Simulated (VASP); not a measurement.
PtSe2: single point with PBEsol+D3(BJ)

Crystal: PtSe2.

```xyz
3
Lattice="3.7385 0.0000 0.0000 -1.8693 3.2376 0.0000 0.0000 0.0000 4.6373" Properties=species:S:1:pos:R:3 pbc="T T T"
Pt    0.0000    0.0000    0.0000
Se    0.0000    2.1584    1.2604
Se    1.8693    1.0792    3.3769
```

```
Program             : VASP 6.6.1
Task                : single point
Functional          : PBEsol
Dispersion          : D3(BJ)
Potentials or basis : VASP PAW PBE potentials, release 64 (Pt, Se)
Cutoff              : 520 eV
k mesh              : 12 × 12 × 8
Occupations         : gaussian, width 0.1 eV
Spin                : no spin polarisation
```

```
Pressure                   : 0.1 GPa
Largest force              : 0.017 eV/Å
Band gap on the k mesh     : zero (bands 11 and 12 overlap by 0.99 eV)
Dispersion energy per atom : -0.464 eV
```

Forces in eV/Å, atoms in the order of the input:
```
Pt   0.000  0.000  0.000
Se   0.000  0.000  0.017
Se   0.000  0.000 -0.017
```

Levels at points of the mesh, in eV from the Fermi level:
```tsv
k point	band 9	band 10	band 11	band 12	band 13	band 14
(0.00, 0.00, 0.00)	-1.05	-1.05	0.91	0.91	0.96	2.99
(0.50, 0.00, 0.00)	-3.46	-3.39	-3.04	0.46	2.78	5.21
(0.00, 0.00, 0.50)	-1.95	-1.95	-1.71	2.52	2.52	4.99
(0.50, 0.00, 0.50)	-3.19	-2.66	-1.07	0.44	1.57	4.84
```

Run time: 2.5 min on 1 thread of Intel(R) Xeon(R) Platinum 8259CL CPU @ 2.50GHz (Skylake/Cascade Lake), with other jobs on the host, peak memory 0.28 GiB.

Caveat: the PAW data sets were made with another functional, which shifts forces and pressure a little; spin-orbit coupling is left out, which moves the levels of the heavy elements.
